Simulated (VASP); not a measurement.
Set up this calculation in VASP 6.6.1, as the native input.

- Task: single point
- Functional: PBE
- Potentials or basis: VASP PAW PBE potentials, release 64 (Cd, Te)
- Cutoff: 520 eV
- k mesh: 4 × 4 × 4
- Occupations: gaussian, width 0.1 eV
- Spin: no spin polarisation
- Dipole correction: no
- Further INCAR settings: ALGO = Normal; EDIFF = 1e-07; NBANDS = 29

The structure of Cd2Te3 lies in POSCAR:

```
Cd2Te3
1.0
    5.5500645700      0.0000000000      0.0000000000
    0.0000000000      5.5500645700      0.0000000000
    0.0000000000      0.0000000000      5.5500645700
Cd Te
2 3
Direct
    0.5000000000      0.5000000000      0.5000000000
    0.0000000000      0.0000000000      0.0000000000
    0.5000000000      0.0000000000      0.0000000000
    0.0000000000      0.5000000000      0.0000000000
    0.0000000000      0.0000000000      0.5000000000
```

These files were run (other wordings do the same):

INCAR

```
  PREC = Accurate
  ENCUT = 520
  EDIFF = 1E-7
  ISMEAR = 0
  SIGMA = 0.1
  LREAL = F
  LASPH = T
  NELM = 60
  ALGO = Normal
  ISIF = 2
  LWAVE = F
  LCHARG = F
  GGA = PE
  NBANDS = 29
```

KPOINTS

```
Automatic mesh
0
Gamma
  4 4 4
```

Potentials or basis: VASP PAW PBE potentials, release 64 (Cd, Te).

The run is started by

```console
$ cat potpaw_PBE.64/Cd/POTCAR potpaw_PBE.64/Te/POTCAR > POTCAR
$ mpirun -np 1 vasp_std > vasp.out
```

It gave:

| Quantity | Value |
| --- | --- |
| Pressure | 1.9 GPa |
| Band gap on the k mesh | zero (band 21 reaches 3.70 eV, above the bottom of band 22 at 2.66 eV) |

Caveat: spin-orbit coupling is left out, which moves the levels of the heavy elements.

It took 28 s on 1 thread of AMD EPYC 9R45 96-Core Processor (Zen 5), with other jobs on the host, peak memory 0.23 GiB.
